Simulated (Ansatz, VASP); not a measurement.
## CuP: VASP beside Ansatz

```
CELL_PARAMETERS angstrom
2.70948 0.00000 0.00000
0.00000 2.70948 0.00000
0.00000 0.00000 3.65495
ATOMIC_POSITIONS crystal
Cu 0.50000 0.50000 0.50000
P 0.00000 0.00000 0.00000
```

Alike in both runs: functional PBE; k mesh 6 × 6 × 4; occupations gaussian, width 0.1 eV; no spin polarisation.

Ansatz relaxed the structure, and its values are those at the end. VASP's run is a single point on that final structure, the one shown.

```csv
,VASP,Ansatz
version,VASP 6.6.1,Ansatz 0.2.0
potentials or method,"VASP PAW PBE potentials, release 64 (Cu, P), cutoff 520 eV","scalar-relativistic, plane waves, PAW"
valence electrons in the cell,16,24
```

```csv
,VASP,Ansatz,Ansatz less VASP
gap on the k mesh at the Fermi level (eV),none,none,-
pressure (GPa),0.0,0.0,0.00
```

A gap of «none» marks a metal or a gap that the smearing closes. VASP's potentials hold 16 valence electrons a cell and Ansatz's 24, so a difference there can come from the potentials and not from the codes.

The k mesh is coarse, so the values compare programs but aren't converged.
